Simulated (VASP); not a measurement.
# HfZr6 (Pm-3m) in VASP: single point with PBE

Aim: the single point of HfZr6 with PBE.

Everything below comes from runs of VASP 6.6.1. Logs are shortened: lines on timing, memory, paths and dates and some standing lists are left out, and cuts for length are marked.

## 1. The cell of the first run

The structure is cubic, space group Pm-3m (No. 221). The conventional cell has a = 6.518 Å, b = 6.518 Å, c = 6.518 Å, α = 90.00°, β = 90.00°, γ = 90.00°. Zr (site symmetry 4mm) has 5 Zr at 2.49 to 2.85 Å within 3.3 Å.

The cell was generated, and may not be a known phase.

## 2. Single point, PBE, collinear spin

File INCAR:

```
  PREC = Accurate
  ENCUT = 500
  EDIFF = 1E-6
  ISMEAR = 0
  SIGMA = 0.1
  LREAL = F
  LASPH = T
  NELM = 200
  ALGO = Normal
  ISIF = 2
  LWAVE = F
  LCHARG = F
  ISPIN = 2
  MAGMOM = 1 1 1 1 1 1 0
  LORBIT = 11
  LMAXMIX = 4
  GGA = PE
  NBANDS = 54
  GGA_COMPAT = F
```

File KPOINTS:

```
regular mesh
0
Gamma
  4 4 4
```

File POSCAR:

```
HfZr6
1.0
    6.5182030711      0.0000000000      0.0000000000
    0.0000000000      6.5182030711      0.0000000000
    0.0000000000      0.0000000000      6.5182030711
Zr Hf
6 1
Direct
    0.8091721506      0.5000000000      0.5000000000
    0.1908278494      0.5000000000      0.5000000000
    0.5000000000      0.5000000000      0.8091721506
    0.5000000000      0.5000000000      0.1908278494
    0.5000000000      0.1908278494      0.5000000000
    0.5000000000      0.8091721506      0.5000000000
    0.0000000000      0.0000000000      0.0000000000
```

Potentials or basis: VASP PAW PBE potentials, release 64 (Zr_sv, Hf_pv).

Launch:

```
> cat potpaw_PBE.64/Zr_sv/POTCAR potpaw_PBE.64/Hf_pv/POTCAR > POTCAR
> mpirun -np 1 vasp_std > vasp.out
```

OUTCAR:

```text
PREC = Accurate
   ENCUT = 500
   EDIFF = 1E-6
   ISMEAR = 0
   LREAL = F
   LASPH = T
   NELM = 200
   ISIF = 2
   ISPIN = 2
   LORBIT = 11
   GGA = PE

 ion  position               nearest neighbor table
   1  0.809  0.500  0.500-   2 2.49   3 2.85   4 2.85   5 2.85   6 2.85
   2  0.191  0.500  0.500-   1 2.49   3 2.85   4 2.85   5 2.85   6 2.85
   3  0.500  0.500  0.809-   4 2.49   2 2.85   1 2.85   5 2.85   6 2.85
   4  0.500  0.500  0.191-   3 2.49   2 2.85   1 2.85   5 2.85   6 2.85
   5  0.500  0.191  0.500-   6 2.49   2 2.85   3 2.85   4 2.85   1 2.85
   6  0.500  0.809  0.500-   5 2.49   2 2.85   3 2.85   4 2.85   1 2.85
   7  0.000  0.000  0.000-

  LATTYP: Found a simple cubic cell.
 ALAT       =     6.5182030711

  Lattice vectors:

 A1 = (   6.5182030711,   0.0000000000,   0.0000000000)
 A2 = (   0.0000000000,   6.5182030711,   0.0000000000)
 A3 = (   0.0000000000,   0.0000000000,   6.5182030711)

Analysis of symmetry for initial positions (statically):
=====================================================================
 Subroutine PRICEL returns:
 Original cell was already a primitive cell.

 Routine SETGRP: Setting up the symmetry group for a
 simple cubic supercell.

 Subroutine GETGRP returns: Found 48 space group operations
 (whereof 48 operations were pure point group operations)
 out of a pool of 48 trial point group operations.

The static configuration has the point symmetry O_h .

Analysis of symmetry for dynamics (positions and initial velocities):
=====================================================================
 Subroutine PRICEL returns:
 Original cell was already a primitive cell.

 Routine SETGRP: Setting up the symmetry group for a
 simple cubic supercell.

 Subroutine GETGRP returns: Found 48 space group operations
 (whereof 48 operations were pure point group operations)
 out of a pool of 48 trial point group operations.

The dynamic configuration has the point symmetry O_h .

Analysis of structural, dynamic, and magnetic symmetry:
=====================================================================
 Subroutine PRICEL returns:
 Original cell was already a primitive cell.

 Routine SETGRP: Setting up the symmetry group for a
 simple cubic supercell.

 Subroutine GETGRP returns: Found 48 space group operations
 (whereof 48 operations were pure point group operations)
 out of a pool of 48 trial point group operations.

The overall configuration has the point symmetry O_h .

 Subroutine INISYM returns: Found 48 space group operations
 (whereof 48 operations are pure point group operations),
 and found     1 'primitive' translations

----------------------------------------------------------------------------------------

                                     Primitive cell

  volume of cell :     276.9387

  direct lattice vectors                    reciprocal lattice vectors
     6.518203071  0.000000000  0.000000000     0.153416515  0.000000000  0.000000000
     0.000000000  6.518203071  0.000000000     0.000000000  0.153416515  0.000000000
     0.000000000  0.000000000  6.518203071     0.000000000  0.000000000  0.153416515

  length of vectors
     6.518203071  6.518203071  6.518203071     0.153416515  0.153416515  0.153416515

  position of ions in fractional coordinates (direct lattice)
     0.809172151  0.500000000  0.500000000
     0.190827849  0.500000000  0.500000000
     0.500000000  0.500000000  0.809172151
     0.500000000  0.500000000  0.190827849
     0.500000000  0.190827849  0.500000000
     0.500000000  0.809172151  0.500000000
     0.000000000  0.000000000  0.000000000

  ion indices of the primitive-cell ions
   primitive index   ion index
                 1           1
                 2           2
                 3           3
                 4           4
                 5           5
                 6           6
                 7           7

----------------------------------------------------------------------------------------

 KPOINTS: regular mesh

Automatic generation of k-mesh.
 Grid dimensions read from file:
 generate k-points for:    4    4    4

 Generating k-lattice:

  Cartesian coordinates                     Fractional coordinates (reciprocal lattice)
     0.038354129  0.000000000  0.000000000     0.250000000  0.000000000  0.000000000
     0.000000000  0.038354129  0.000000000     0.000000000  0.250000000  0.000000000
     0.000000000  0.000000000  0.038354129     0.000000000  0.000000000  0.250000000

  Length of vectors
     0.038354129  0.038354129  0.038354129

  Shift w.r.t. Gamma in fractional coordinates (k-lattice)
     0.000000000  0.000000000  0.000000000

 Subroutine IBZKPT returns following result:
 ===========================================

 Found     10 irreducible k-points:

 Following reciprocal coordinates:
            Coordinates               Weight
  0.000000  0.000000  0.000000      1.000000
  0.250000  0.000000  0.000000      6.000000
  0.500000  0.000000  0.000000      3.000000
  0.250000  0.250000  0.000000     12.000000
  0.500000  0.250000  0.000000     12.000000
  0.500000  0.500000  0.000000      3.000000
  0.250000  0.250000  0.250000      8.000000
  0.500000  0.250000  0.250000     12.000000
  0.500000  0.500000  0.250000      6.000000
  0.500000  0.500000  0.500000      1.000000
   k-points           NKPTS =     10   k-points in BZ     NKDIM =     10   number of bands    NBANDS=     54
   number of dos      NEDOS =    301   number of ions     NIONS =      7
   total plane-waves  NPLWV = 110592
   dimension x,y,z NGX =    48 NGY =   48 NGZ =   48
   dimension x,y,z NGXF=    96 NGYF=   96 NGZF=   96
   ions per type =               6   1
   NGX,Y,Z   is equivalent  to a cutoff of  12.24, 12.24, 12.24 a.u.
   NGXF,Y,Z  is equivalent  to a cutoff of  24.48, 24.48, 24.48 a.u.
 SYSTEM =  unknown system
   PREC   = accura    normal or accurate (medium, high low for compatibility)
   ISTART =      0    job   : 0-new  1-cont  2-samecut
   ICHARG =      2    charge: 1-file 2-atom 10-const
   ISPIN  =      2    spin polarized calculation?
   LNONCOLLINEAR =      F non collinear calculations
   LSORBIT =      F    spin-orbit coupling
   LASPH  =      T    aspherical Exc in radial PAW
   ENCUT  =  500.0 eV  36.75 Ry    6.06 a.u.  11.88 11.88 11.88*2*pi/ulx,y,z
   NELM   =    200;   NELMIN=  2; NELMDL= -5     # of ELM steps
   EDIFF  = 0.1E-05   stopping-criterion for ELM
   LREAL  =      F    real-space projection
   EDIFFG = 0.1E-04   stopping-criterion for IOM
   NSW    =      0    number of steps for IOM
   IBRION =     -1    ionic relax: 0-MD 1-quasi-New 2-CG
   NFREE  =      0    steps in history (QN), initial steepest desc. (CG)
   ISIF   =      2    stress and relaxation
   ISYM   =      2    0-nonsym 1-usesym 2-fastsym
   POTIM  = 0.5000    time-step for ionic-motion
   TEBEG  =    0.0;   TEEND  =   0.0 temperature during run
   PSTRESS=    0.0 pullay stress
   NELECT =      82.0000    total number of electrons
   NUPDOWN=      -1.0000    fix difference up-down
   EMIN   =  10.00;   EMAX   =-10.00  energy-range for DOS
   EFERMI =   0.00;   METHOD = LEGACY
   ISMEAR =     0;   SIGMA  =   0.10  broadening in eV -4-tet -1-fermi 0-gaus
   EFERMI_NEDOS =   21; number of points for ismear=-14 and -15
   IALGO  =     38    algorithm
   IMIX   =      4    mixing-type and parameters
     AMIX     =   0.40;   BMIX     =  1.00
     AMIX_MAG =   1.60;   BMIX_MAG =  1.00
  volume/ion in A,a.u.               =      39.56       266.98
  Fermi-wavevector in a.u.,A,eV,Ry     =   1.091151  2.061977 16.199242  1.190611
  Thomas-Fermi vector in A             =   2.227390
   LORBIT       =     11    0 simple, 1 ext, 2 COOP (PROOUT), +10 PAW based schemes
   GGA     = PE    functional components
   LHFCALC =     F    Hartree Fock is set to
   AEXX    =    0.0000 exact exchange contribution
   IVDW    =     0    specifies the selected vdW correction
   LEPSILON=     F    determine dielectric tensor
   LRPA    =     F    only Hartree local field effects (RPA)
 spin polarized calculation
 Gauss-broadening in eV      SIGMA  =   0.10
  energy-cutoff  :      500.00
  volume of cell :      276.94
 maximum number of plane-waves:      7088
 NGX is ok and might be reduce to    48
   NGX = 23   NGY = 23   NGZ = 23

 number of electron      82.0000006 magnetization       3.9320838

 Free energy of the ion-electron system (eV)
  ---------------------------------------------------
  ext. energy  EPLUGINS =         0.00000000
  ---------------------------------------------------
  free energy    TOTEN  =       -43.60232362 eV

  energy without entropy =      -43.53515427  energy(sigma->0) =      -43.56873894

 E-fermi :   3.3314     XC(G=0):  -8.3827

 val. band max:        3.3301815371   @ k =   0.2500   0.2500   0.0000
 cond. band min:       3.3356875766   @ k =   0.2500   0.0000   0.0000
 fundamental gap:      0.0055060395
 Fermi energy:         3.3313589978

 spin component 1

 k-point     1 :       0.0000    0.0000    0.0000
  band No.  band energies     occupation
      1     -45.6496      1.00000
      2     -45.4013      1.00000
      3     -45.4013      1.00000
      4     -45.1393      1.00000
      5     -45.1393      1.00000
      6     -45.1393      1.00000
[... 45 lines left out ...]
     52       4.5758      0.00000
     53       4.8442      0.00000

 k-point     2 :       0.2500    0.0000    0.0000
  band No.  band energies     occupation
      1     -45.6290      1.00000
      2     -45.4388      1.00000
      3     -45.4013      1.00000
      4     -45.1393      1.00000
      5     -45.1393      1.00000
      6     -45.1223      1.00000
[... 45 lines left out ...]
     52       4.5171      0.00000
     53       4.7476      0.00000
[... 390 lines left out ...]
     52       4.3349      0.00000
     53       4.4314      0.00000

 k-point    10 :       0.5000    0.5000    0.5000
  band No.  band energies     occupation
      1     -45.4836      1.00000
      2     -45.4836      1.00000
      3     -45.4836      1.00000
      4     -45.3179      1.00000
      5     -45.0507      1.00000
      6     -45.0507      1.00000
[... 45 lines left out ...]
     52       4.2719      0.00000
     53       4.3531      0.00000
 Fermi energy:         3.3313589978

 spin component 2

 k-point     1 :       0.0000    0.0000    0.0000
  band No.  band energies     occupation
      1     -45.5414      1.00000
      2     -45.2953      1.00000
      3     -45.2953      1.00000
      4     -45.0308      1.00000
      5     -45.0308      1.00000
      6     -45.0308      1.00000
[... 45 lines left out ...]
     52       4.6547      0.00000
     53       5.1630      0.00000

 k-point     2 :       0.2500    0.0000    0.0000
  band No.  band energies     occupation
      1     -45.5210      1.00000
      2     -45.3325      1.00000
      3     -45.2953      1.00000
      4     -45.0308      1.00000
      5     -45.0308      1.00000
      6     -45.0142      1.00000
[... 45 lines left out ...]
     52       4.7642      0.00000
     53       4.9349      0.00000
[... 390 lines left out ...]
     52       4.6224      0.00000
     53       4.6494      0.00000

 k-point    10 :       0.5000    0.5000    0.5000
  band No.  band energies     occupation
      1     -45.3769      1.00000
      2     -45.3769      1.00000
      3     -45.3769      1.00000
      4     -45.2079      1.00000
      5     -44.9430      1.00000
      6     -44.9430      1.00000
[... 45 lines left out ...]
     52       4.4937      0.00000
     53       4.4937      0.00000
 [bands above 53 left out]

------------------------ aborting loop because EDIFF is reached ----------------------------------------

  FORCE on cell =-STRESS in cart. coord.  units (eV):
  Direction    XX          YY          ZZ          XY          YZ          ZX
  --------------------------------------------------------------------------------------
  -------------------------------------------------------------------------------------
  Total        0.2638685      0.2638685      0.2638685      0.0000000     -0.0000000      0.0000000
  in kB        1.5265621      1.5265621      1.5265621      0.0000000     -0.0000000      0.0000000
  external PRESSURE =       1.5265621 kB  Pullay stress =       0.0000000 kB

 VOLUME and BASIS-vectors are now :
 -----------------------------------------------------------------------------
  energy-cutoff  :      500.00
  volume of cell :      276.94
      direct lattice vectors                 reciprocal lattice vectors
     6.518203071  0.000000000  0.000000000     0.153416515  0.000000000  0.000000000
     0.000000000  6.518203071  0.000000000     0.000000000  0.153416515  0.000000000
     0.000000000  0.000000000  6.518203071     0.000000000  0.000000000  0.153416515

 POSITION                                       TOTAL-FORCE (eV/Angst)
 -----------------------------------------------------------------------------------
      5.27435      3.25910      3.25910        -0.140500      0.000000     -0.000000
      1.24385      3.25910      3.25910         0.140500     -0.000000      0.000000
      3.25910      3.25910      5.27435         0.000000      0.000000     -0.140500
      3.25910      3.25910      1.24385        -0.000000     -0.000000      0.140500
      3.25910      1.24385      3.25910        -0.000000      0.140500      0.000000
      3.25910      5.27435      3.25910         0.000000     -0.140500      0.000000
      0.00000      0.00000      0.00000        -0.000000      0.000000     -0.000000
 -----------------------------------------------------------------------------------
    total drift:                                0.000000      0.000000     -0.000000

  FREE ENERGIE OF THE ION-ELECTRON SYSTEM (eV)
  ---------------------------------------------------
  free  energy   TOTEN  =       -43.6023236155 eV

  energy  without entropy=      -43.5351542727  energy(sigma->0) =      -43.56873894

 total charge

# of ion       s       p       d       tot
------------------------------------------
    1        2.254   5.905   1.951  10.110
    2        2.254   5.905   1.951  10.110
    3        2.254   5.905   1.951  10.110
    4        2.254   5.905   1.951  10.110
    5        2.254   5.905   1.951  10.110
    6        2.254   5.905   1.951  10.110
    7        0.376   6.005   1.131   7.512
--------------------------------------------------
tot         13.900  41.435  12.837  68.171

 magnetization (x)

# of ion       s       p       d       tot
------------------------------------------
    1        0.012   0.015   0.153   0.180
    2        0.012   0.015   0.153   0.180
    3        0.012   0.015   0.153   0.180
    4        0.012   0.015   0.153   0.180
    5        0.012   0.015   0.153   0.180
    6        0.012   0.015   0.153   0.180
    7        0.029   0.044   0.822   0.894
--------------------------------------------------
tot          0.101   0.132   1.743   1.976
```

It took 14 min on 1 thread of Intel Xeon 8259CL, shared host; peak memory 0.52 GiB.

What came out:

```yaml
Free_energy: -43.6023 eV
Pressure: 0.2 GPa
Largest_force: 0.141 eV/Å
Net_moment: 3.93 μB per cell
Site_moments: Zr +0.18; Hf +0.89 μB
Valence_electrons_inside_the_program's_atomic_spheres: Zr 10.11; Hf 7.51
```

Forces in eV/Å, atoms in the order of the input:
```
Zr  -0.141  0.000  0.000
Zr   0.141  0.000  0.000
Zr   0.000  0.000 -0.141
Zr   0.000  0.000  0.141
Zr   0.000  0.141  0.000
Zr   0.000 -0.141  0.000
Hf   0.000  0.000  0.000
```

Levels at points of the mesh, in eV from the Fermi level:
Spin up:
```csv
k point,band 41,band 42,band 43,band 44,band 45,band 46
"(0.00, 0.00, 0.00)",-0.09,-0.09,0.02,0.02,0.02,0.38
"(0.50, 0.00, 0.00)",-0.39,-0.16,-0.14,-0.03,-0.03,0.21
"(0.50, 0.50, 0.00)",-0.27,-0.21,0.11,0.24,0.24,0.33
"(0.50, 0.50, 0.50)",-0.18,-0.18,-0.14,0.30,0.30,0.45
```
Spin down:
| k point | band 37 | band 38 | band 39 | band 40 | band 41 | band 42 |
| --- | --- | --- | --- | --- | --- | --- |
| (0.00, 0.00, 0.00) | -0.35 | -0.33 | 0.08 | 0.08 | 0.08 | 0.46 |
| (0.50, 0.00, 0.00) | -0.36 | -0.19 | -0.12 | 0.11 | 0.14 | 0.27 |
| (0.50, 0.50, 0.00) | -0.87 | -0.87 | 0.00 | 0.11 | 0.46 | 0.46 |
| (0.50, 0.50, 0.50) | -0.15 | -0.15 | -0.15 | 0.24 | 0.24 | 0.24 |

Caveat: spin-orbit coupling is left out, which moves the levels of the heavy elements.
